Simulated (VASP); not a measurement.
Set up this calculation in VASP 6.6.1, as the native input.

```yaml
Task: single point
Functional: LDA
Potentials_or_basis: VASP PAW LDA potentials, release 64 (I)
Cutoff: 520 eV
k_mesh: 13 × 13 × 13
Occupations: fermi-dirac, width 0.08 eV
Spin: no spin polarisation
Dipole_correction: no
Further_INCAR_settings: ALGO = Normal; EDIFF = 1e-06; NBANDS = 10
```

The structure of I lies in POSCAR:

```
I
1.0
   -1.6831343992      1.6831343992      1.6831343992
    1.6831343992     -1.6831343992      1.6831343992
    1.6831343992      1.6831343992     -1.6831343992
I
1
Direct
    0.0000000000      0.0000000000      0.0000000000
```

The input as run:

INCAR

```
ALGO = Normal ; EDIFF = 1E-6
ENCUT = 520 ; ISIF = 2
ISMEAR = -1 ; LASPH = T
LCHARG = F ; LREAL = F
LWAVE = F ; NBANDS = 10
NELM = 80 ; PREC = Accurate
SIGMA = 0.08
```

KPOINTS

```
k-points
0
Gamma
  13 13 13
```

Potentials or basis: VASP PAW LDA potentials, release 64 (I).

Launch:

```bash
$ cat potpaw_LDA.64/I/POTCAR > POTCAR
$ mpirun -np 1 vasp_std > vasp.out
```

Results of the run:

- Pressure: 66.8 GPa
- Band gap on the k mesh: zero (an odd number of electrons rules out a gap without spin polarisation)

Caveat: the cell stands under pressure; spin-orbit coupling is left out, which moves the levels of the heavy elements; an odd number of electrons without spin polarisation forces a metal; a magnetic or distorted state may lie lower.

It took 5.9 s on 1 thread of Intel(R) Xeon(R) Platinum 8375C CPU @ 2.90GHz (Ice Lake), on a shared host, peak memory 0.14 GiB.
